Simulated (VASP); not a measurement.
Input of a VASP 6.6.1 run:

File INCAR:

```
SYSTEM = TiNb2As3
ALGO = Normal ; EDIFF = 1E-7
EDIFFG = -0.04 ; ENCUT = 500
GGA = PE ; GGA_COMPAT = .FALSE.
IBRION = 2 ; ISIF = 3
ISMEAR = 0 ; LASPH = .TRUE.
LCHARG = .FALSE. ; LREAL = .FALSE.
LWAVE = .FALSE. ; NELM = 120
NELMIN = 4 ; NSW = 90
PREC = Accurate ; SIGMA = 0.1
```

Contents of KPOINTS:

```
k-points
0
G
  6 6 4
  0 0 0
```

The input POSCAR:

```
TiNb2As3
1.0
    5.6454797013      0.0000000000      0.0000000000
   -2.8227398507      4.8891288379      0.0000000000
    0.0000000000      0.0000000000      4.1184654529
Ti Nb As
1 2 3
Direct
    0.0000000000      0.0000000000      0.0000000000
    0.3333333333      0.6666666667      0.0000000000
    0.6666666667      0.3333333333      0.0000000000
    0.5000000000      0.0000000000      0.5000000000
    0.5000000000      0.5000000000      0.5000000000
    0.0000000000      0.5000000000      0.5000000000
```

Potentials or basis: VASP PAW PBE potentials, release 64 (Ti_sv, Nb_sv, As).

Launch:

```sh
$ cat potpaw_PBE.64/Ti_sv/POTCAR potpaw_PBE.64/Nb_sv/POTCAR potpaw_PBE.64/As/POTCAR > POTCAR
$ mpirun -np 1 vasp_std > vasp.out
```

**Question.** Predict the relaxed cell.

**Answer.** a = 5.541 Å, b = 5.541 Å, c = 4.241 Å, α = 90.00°, β = 90.00°, γ = 120.00°.

**Question.** Estimate the relaxed volume.

**Answer.** 18.79 Å³/atom.

The path:
| step | energy change (eV) | largest force (eV/Å) | pressure (GPa) | volume (Å³) |
| --- | --- | --- | --- | --- |
| 1 | 0.0000 | 0.0000 | 0.33 | 113.68 |
| 2 | -0.0406 | 0.0000 | -1.14 | 114.29 |
| 3 | -0.0441 | 0.0000 | -1.63 | 114.51 |
| 4 | -0.0479 | 0.0000 | 1.14 | 111.43 |
| 5 | -0.0544 | 0.0000 | -0.12 | 112.76 |

Caveat: the k points lie up to 0.37 Å⁻¹ apart in the final cell.
